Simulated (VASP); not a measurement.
# AlNi in VASP: a series of runs, part 2 of 4

VASP 6.6.1. The steps go on from the part before.

### 3 Electric field gradients, PBE, collinear spin, ferromagnetic start (equal xy, yz and zx shear strains of -2 %)

INCAR reads:

```
  ALGO = Normal
  EDIFF = 1E-8
  ENCUT = 520
  GGA = PE
  ISIF = 2
  ISMEAR = -1
  ISPIN = 2
  LASPH = True
  LCHARG = False
  LEFG = True
  LMAXMIX = 4
  LORBIT = 11
  LREAL = False
  LWAVE = False
  MAGMOM = 0 1.5
  NBANDS = 18
  NELM = 150
  PREC = Accurate
  SIGMA = 0.05
```

KPOINTS reads:

```
k-points
0
Gamma
  13 13 13
```

POSCAR reads:

```
AlNi
1.0
    2.8810000000     -0.0288100000     -0.0288100000
   -0.0288100000      2.8810000000     -0.0288100000
   -0.0288100000     -0.0288100000      2.8810000000
Al Ni
1 1
Direct
    0.0000000000      0.0000000000      0.0000000000
    0.5000000000      0.5000000000      0.5000000000
```

Potentials or basis: VASP PAW PBE potentials, release 64 (Al, Ni).

On the command line:

```bash
$ cat potpaw_PBE.64/Al/POTCAR potpaw_PBE.64/Ni/POTCAR > POTCAR
$ mpirun -np 1 vasp_std > vasp.out
```

OUTCAR:

```text
EDIFF = 1E-8
   ENCUT = 520
   GGA = PE
   ISIF = 2
   ISMEAR = -1
   ISPIN = 2
   LASPH = True
   LORBIT = 11
   LREAL = False
   NELM = 150
   PREC = Accurate

 ion  position               nearest neighbor table
   1  0.000  0.000  0.000-   2 2.45   2 2.45   2 2.51   2 2.51   2 2.51   2 2.51   2 2.51   2 2.51

   2  0.500  0.500  0.500-   1 2.45   1 2.45   1 2.51   1 2.51   1 2.51   1 2.51   1 2.51   1 2.51

  LATTYP: Found a trigonal (rhomboedric) cell.
 ALAT       =     2.8812880856
 COS(alpha) =    -0.0198960208

  Lattice vectors:

 A1 = (   2.8810000000,  -0.0288100000,  -0.0288100000)
 A2 = (  -0.0288100000,   2.8810000000,  -0.0288100000)
 A3 = (  -0.0288100000,  -0.0288100000,   2.8810000000)

Analysis of symmetry for initial positions (statically):
=====================================================================
 Subroutine PRICEL returns:
 Original cell was already a primitive cell.

 Routine SETGRP: Setting up the symmetry group for a
[... 1231 lines left out ...]
    total drift:                                0.000000      0.000000     -0.000000

  FREE ENERGIE OF THE ION-ELECTRON SYSTEM (eV)
  ---------------------------------------------------
  free  energy   TOTEN  =       -10.5316045943 eV

  energy  without entropy=      -10.5266065424  energy(sigma->0) =      -10.52910557

 Electric field gradients (V/A^2)
---------------------------------------------------------------------
 ion       V_xx      V_yy      V_zz      V_xy      V_xz      V_yz
---------------------------------------------------------------------
   1      -0.000    -0.000     0.000    -2.738    -2.738    -2.738
   2      -0.000    -0.000     0.000    -2.758    -2.758    -2.758
---------------------------------------------------------------------

 Electric field gradients after diagonalization (V/A^2)
 (convention: |V_zz| > |V_xx| > |V_yy|)
----------------------------------------------------------------------
 ion       V_xx      V_yy      V_zz     asymmetry (V_yy - V_xx)/ V_zz
----------------------------------------------------------------------
   1       2.738     2.738    -5.475       0.000
   2       2.758     2.758    -5.515       0.000
----------------------------------------------------------------------

           NMR quadrupolar parameters

 Cq : quadrupolar parameter    Cq=e*Q*V_zz/h
 eta: asymmetry parameters     (V_yy - V_xx)/ V_zz
 Q  : nuclear electric quadrupole moment in mb (millibarn)
----------------------------------------------------------------------
 ion       Cq(MHz)       eta       Q (mb)
----------------------------------------------------------------------
   1      -0.013       0.000       1.000
   2      -0.013       0.000       1.000
----------------------------------------------------------------------

 total charge

# of ion       s       p       d       tot
------------------------------------------
    1        0.384   0.414   0.000   0.798
    2        0.475   0.516   8.476   9.467
--------------------------------------------------
tot          0.860   0.930   8.476  10.266

 magnetization (x)

# of ion       s       p       d       tot
------------------------------------------
    1        0.000   0.000   0.000   0.000
    2       -0.000   0.000  -0.000  -0.000
--------------------------------------------------
tot          0.000   0.000  -0.000  -0.000
```

OSZICAR:

```text
N       E                     dE             d eps       ncg     rms          rms(c)
DAV:   1     0.464582764568E+02    0.46458E+02   -0.50260E+03 16976   0.758E+02
DAV:   2    -0.917139838992E+01   -0.55630E+02   -0.48853E+02 18000   0.163E+02
DAV:   3    -0.117950050462E+02   -0.26236E+01   -0.25759E+01 19902   0.367E+01
DAV:   4    -0.118281246066E+02   -0.33120E-01   -0.33089E-01 19422   0.364E+00
DAV:   5    -0.118288686112E+02   -0.74400E-03   -0.74395E-03 19528   0.595E-01    0.132E+01
DAV:   6    -0.142442634773E+02   -0.24154E+01   -0.43328E+01 19002   0.779E+01    0.173E+01
DAV:   7    -0.105540163972E+02    0.36902E+01   -0.13181E+01 18916   0.457E+01    0.187E+00
DAV:   8    -0.105443072684E+02    0.97091E-02   -0.37486E-01 21848   0.582E+00    0.109E+00
DAV:   9    -0.105313472186E+02    0.12960E-01   -0.38410E-02 20048   0.180E+00    0.625E-01
DAV:  10    -0.105316851385E+02   -0.33792E-03   -0.16305E-03 22984   0.374E-01    0.194E-01
DAV:  11    -0.105315349688E+02    0.15017E-03   -0.13904E-03 21720   0.312E-01    0.951E-02
DAV:  12    -0.105316096188E+02   -0.74650E-04   -0.21513E-04 20656   0.136E-01    0.398E-02
DAV:  13    -0.105316042441E+02    0.53746E-05   -0.20047E-05 21870   0.475E-02    0.109E-02
DAV:  14    -0.105316047705E+02   -0.52639E-06   -0.23031E-06 22366   0.144E-02    0.600E-03
DAV:  15    -0.105316046378E+02    0.13271E-06   -0.93710E-08 23350   0.274E-03    0.187E-03
DAV:  16    -0.105316045998E+02    0.38020E-07   -0.82046E-09 10078   0.852E-04    0.662E-04
DAV:  17    -0.105316045943E+02    0.55090E-08   -0.12564E-09  9076   0.309E-04
   1 F= -.10531605E+02 E0= -.10529106E+02  d E =-.499805E-02  mag=     0.0000
```

It took 64 s on 1 thread of Intel Xeon 6975P-C (Granite Rapids), shared host; peak memory 0.27 GiB.

Results:

```
Free energy                                           : -10.5316 eV
Pressure                                              : 2.2 GPa
Net moment                                            : 0.00 μB per cell
Largest electric field gradient by atom               : Al -5.5; Ni -5.5 V/Å²
Valence electrons inside the program's atomic spheres : Al 0.80; Ni 9.47
```

Stress tensor (GPa, compression positive):
```
2.22 2.64 2.64
2.64 2.22 2.64
2.64 2.64 2.22
```

Electric field gradients, principal values (V/Å²):
```tsv
atom	least	middle	greatest (by size)
1 Al	2.738	2.738	-5.475
2 Ni	2.758	2.758	-5.515
```

Caveat: the cell differs from its parent crystal (equal xy, yz and zx shear strains of -2 %); without QUAD_EFG the Cq values of the log hold for a quadrupole moment of 1 mb, not for the nuclei.

### 4 Electric field gradients, PBE, collinear spin, ferromagnetic start (equal xy, yz and zx shear strains of +1 %)

INCAR reads:

```
SYSTEM = AlNi
ALGO = Normal ; EDIFF = 1E-8
ENCUT = 520 ; GGA = PE
ISIF = 2 ; ISMEAR = -1
ISPIN = 2 ; LASPH = .True.
LCHARG = .False. ; LEFG = .True.
LMAXMIX = 4 ; LORBIT = 11
LREAL = .False. ; LWAVE = .False.
MAGMOM = 0 1.5 ; NBANDS = 18
NELM = 150 ; PREC = Accurate
SIGMA = 0.05
```

KPOINTS reads:

```
k-points
0
Gamma
  13 13 13
  0 0 0
```

POSCAR reads:

```
AlNi
1.0
    2.8810000000      0.0144050000      0.0144050000
    0.0144050000      2.8810000000      0.0144050000
    0.0144050000      0.0144050000      2.8810000000
Al Ni
1 1
Direct
    0.0000000000      0.0000000000      0.0000000000
    0.5000000000      0.5000000000      0.5000000000
```

Potentials or basis: VASP PAW PBE potentials, release 64 (Al, Ni).

On the command line:

```bash
$ cat potpaw_PBE.64/Al/POTCAR potpaw_PBE.64/Ni/POTCAR > POTCAR
$ mpirun -np 1 vasp_std > vasp.out
```

OUTCAR:

```text
SYSTEM = AlNi
   EDIFF = 1E-8
   ENCUT = 520
   GGA = PE
   ISIF = 2
   ISMEAR = -1
   ISPIN = 2
   LASPH = .True.
   LORBIT = 11
   LREAL = .False.
   NELM = 150
   PREC = Accurate

 ion  position               nearest neighbor table
   1  0.000  0.000  0.000-   2 2.49   2 2.49   2 2.49   2 2.49   2 2.49   2 2.49   2 2.52   2 2.52

   2  0.500  0.500  0.500-   1 2.49   1 2.49   1 2.49   1 2.49   1 2.49   1 2.49   1 2.52   1 2.52

  LATTYP: Found a trigonal (rhomboedric) cell.
 ALAT       =     2.8810720241
 COS(alpha) =     0.0100244988

  Lattice vectors:

 A1 = (   2.8810000000,   0.0144050000,   0.0144050000)
 A2 = (   0.0144050000,   2.8810000000,   0.0144050000)
 A3 = (   0.0144050000,   0.0144050000,   2.8810000000)

Analysis of symmetry for initial positions (statically):
=====================================================================
 Subroutine PRICEL returns:
 Original cell was already a primitive cell.

 Routine SETGRP: Setting up the symmetry group for a
 trigonal (rhombohedral) supercell.

 Subroutine GETGRP returns: Found 12 space group operations
 (whereof 12 operations were pure point group operations)
 out of a pool of 12 trial point group operations.

The static configuration has the point symmetry D_3d.

Analysis of symmetry for dynamics (positions and initial velocities):
=====================================================================
 Subroutine PRICEL returns:
 Original cell was already a primitive cell.

 Routine SETGRP: Setting up the symmetry group for a
 trigonal (rhombohedral) supercell.

 Subroutine GETGRP returns: Found 12 space group operations
 (whereof 12 operations were pure point group operations)
 out of a pool of 12 trial point group operations.

[... 1192 lines left out ...]
  -------------------------------------------------------------------------------------
  Total        0.3018070      0.3018070      0.3018070     -0.1845431     -0.1845431     -0.1845431
  in kB       20.2228578     20.2228578     20.2228578    -12.3654806    -12.3654806    -12.3654806
  external PRESSURE =      20.2228578 kB  Pullay stress =       0.0000000 kB

 VOLUME and BASIS-vectors are now :
 -----------------------------------------------------------------------------
  energy-cutoff  :      520.00
  volume of cell :       23.91
      direct lattice vectors                 reciprocal lattice vectors
     2.881000000  0.014405000  0.014405000     0.347118970 -0.001726960 -0.001726960
     0.014405000  2.881000000  0.014405000    -0.001726960  0.347118970 -0.001726960
     0.014405000  0.014405000  2.881000000    -0.001726960 -0.001726960  0.347118970

 POSITION                                       TOTAL-FORCE (eV/Angst)
 -----------------------------------------------------------------------------------
      0.00000      0.00000      0.00000        -0.000000     -0.000000      0.000000
      1.45490      1.45490      1.45490         0.000000      0.000000      0.000000
 -----------------------------------------------------------------------------------
    total drift:                                0.000000      0.000000     -0.000000

  FREE ENERGIE OF THE ION-ELECTRON SYSTEM (eV)
  ---------------------------------------------------
  free  energy   TOTEN  =       -10.5406497401 eV

  energy  without entropy=      -10.5356746805  energy(sigma->0) =      -10.53816221

 Electric field gradients (V/A^2)
---------------------------------------------------------------------
 ion       V_xx      V_yy      V_zz      V_xy      V_xz      V_yz
---------------------------------------------------------------------
   1      -0.000    -0.000    -0.000     1.324     1.324     1.324
   2      -0.000    -0.000    -0.000     1.524     1.524     1.524
---------------------------------------------------------------------

 Electric field gradients after diagonalization (V/A^2)
 (convention: |V_zz| > |V_xx| > |V_yy|)
----------------------------------------------------------------------
 ion       V_xx      V_yy      V_zz     asymmetry (V_yy - V_xx)/ V_zz
----------------------------------------------------------------------
   1      -1.324    -1.324     2.648       0.000
   2      -1.524    -1.524     3.048       0.000
----------------------------------------------------------------------

           NMR quadrupolar parameters

 Cq : quadrupolar parameter    Cq=e*Q*V_zz/h
 eta: asymmetry parameters     (V_yy - V_xx)/ V_zz
 Q  : nuclear electric quadrupole moment in mb (millibarn)
----------------------------------------------------------------------
 ion       Cq(MHz)       eta       Q (mb)
----------------------------------------------------------------------
   1       0.006       0.000       1.000
   2       0.007       0.000       1.000
----------------------------------------------------------------------

 total charge

# of ion       s       p       d       tot
------------------------------------------
    1        0.384   0.414   0.000   0.798
    2        0.475   0.516   8.475   9.466
--------------------------------------------------
tot          0.859   0.930   8.475  10.263

 magnetization (x)

# of ion       s       p       d       tot
------------------------------------------
    1        0.000   0.000   0.000   0.000
    2       -0.000   0.000  -0.000  -0.000
--------------------------------------------------
tot          0.000   0.000  -0.000  -0.000
```

OSZICAR:

```text
N       E                     dE             d eps       ncg     rms          rms(c)
DAV:   1     0.456746704920E+02    0.45675E+02   -0.50317E+03 17058   0.759E+02
DAV:   2    -0.919845076098E+01   -0.54873E+02   -0.48295E+02 18174   0.163E+02
DAV:   3    -0.118052686646E+02   -0.26068E+01   -0.25566E+01 19852   0.364E+01
DAV:   4    -0.118386191165E+02   -0.33350E-01   -0.33320E-01 19420   0.365E+00
DAV:   5    -0.118393609544E+02   -0.74184E-03   -0.74179E-03 19262   0.594E-01    0.132E+01
DAV:   6    -0.142549229904E+02   -0.24156E+01   -0.43370E+01 18932   0.779E+01    0.174E+01
DAV:   7    -0.105628555469E+02    0.36921E+01   -0.13209E+01 18894   0.457E+01    0.186E+00
DAV:   8    -0.105533091330E+02    0.95464E-02   -0.37158E-01 21822   0.578E+00    0.108E+00
DAV:   9    -0.105404031170E+02    0.12906E-01   -0.37771E-02 20038   0.177E+00    0.630E-01
DAV:  10    -0.105407158339E+02   -0.31272E-03   -0.16124E-03 22708   0.370E-01    0.196E-01
DAV:  11    -0.105405798561E+02    0.13598E-03   -0.14354E-03 21800   0.319E-01    0.951E-02
DAV:  12    -0.105406546249E+02   -0.74769E-04   -0.21065E-04 20756   0.135E-01    0.396E-02
DAV:  13    -0.105406495393E+02    0.50856E-05   -0.18453E-05 21898   0.457E-02    0.109E-02
DAV:  14    -0.105406499263E+02   -0.38698E-06   -0.21050E-06 22640   0.137E-02    0.617E-03
DAV:  15    -0.105406497824E+02    0.14393E-06   -0.10140E-07 23518   0.285E-03    0.186E-03
DAV:  16    -0.105406497448E+02    0.37552E-07   -0.69297E-09 10072   0.793E-04    0.653E-04
DAV:  17    -0.105406497401E+02    0.47201E-08   -0.12241E-09  9100   0.311E-04
   1 F= -.10540650E+02 E0= -.10538162E+02  d E =-.497506E-02  mag=     0.0000
```

Run time: 64 s. Hardware: 1 thread of Intel Xeon 6975P-C (Granite Rapids), shared host; peak memory 0.26 GiB.

What came out:

| Item | Value |
| --- | --- |
| Free energy | -10.5406 eV |
| Pressure | 2.0 GPa |
| Net moment | 0.00 μB per cell |
| Largest electric field gradient by atom | Al +2.6; Ni +3.0 V/Å² |
| Valence electrons inside the program's atomic spheres | Al 0.80; Ni 9.47 |

Stress tensor (GPa, compression positive):
```
 2.02 -1.24 -1.24
-1.24  2.02 -1.24
-1.24 -1.24  2.02
```

Electric field gradients, principal values (V/Å²):
```
atom   least  middle  greatest (by size)
1 Al  -1.324  -1.324               2.648
2 Ni  -1.524  -1.524               3.048
```

Caveat: the cell differs from its parent crystal (equal xy, yz and zx shear strains of +1 %); without QUAD_EFG the Cq values of the log hold for a quadrupole moment of 1 mb, not for the nuclei.

(Part 2 of 4 ends here.)
